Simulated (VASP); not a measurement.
Write the native input for VASP 6.6.1 that does the following.

* Task: single point
* Functional: PBE
* Potentials or basis: VASP PAW PBE potentials, release 64 (Te)
* Cutoff: 520 eV
* k mesh: 9 × 9 × 6
* Occupations: fermi-dirac, width 0.08 eV
* Spin: no spin polarisation
* Dipole correction: no
* Further INCAR settings: ALGO = Normal; EDIFF = 1e-06; NBANDS = 16

The structure of Te lies in POSCAR:

```
Te
1.0
    4.4579994587      0.0000000000      0.0000000000
   -2.2289997294      3.8607407813      0.0000000000
    0.0000000000      0.0000000000      5.9842500000
Te
3
Direct
    0.7450000000      0.0000000000      0.3333333333
    0.0000000000      0.7450000000      0.6666666667
    0.2550000000      0.2550000000      0.0000000000
```

This cell differs from its parent crystal: zz strain of +1 %.

The input as run:

INCAR

```
ALGO = Normal
EDIFF = 1E-6
ENCUT = 520
GGA = PE
ISIF = 2
ISMEAR = -1
LASPH = True
LCHARG = False
LREAL = False
LWAVE = False
NBANDS = 16
NELM = 100
PREC = Accurate
SIGMA = 0.08
```

KPOINTS

```
k-points
0
Gamma
  9 9 6
```

Potentials or basis: VASP PAW PBE potentials, release 64 (Te).

Run with:

```console
$ cat potpaw_PBE.64/Te/POTCAR > POTCAR
$ mpirun -np 1 vasp_std > vasp.out
```

Results of the run:

| Item | Value |
| --- | --- |
| Pressure | 2.4 GPa |
| Largest force | 0.543 eV/Å |

Caveat: the cell differs from its parent crystal (zz strain of +1 %).

Wall time 33 s on 1 thread of Intel(R) Xeon(R) Platinum 8559C (Emerald Rapids), with other jobs on the host, peak memory 0.27 GiB.
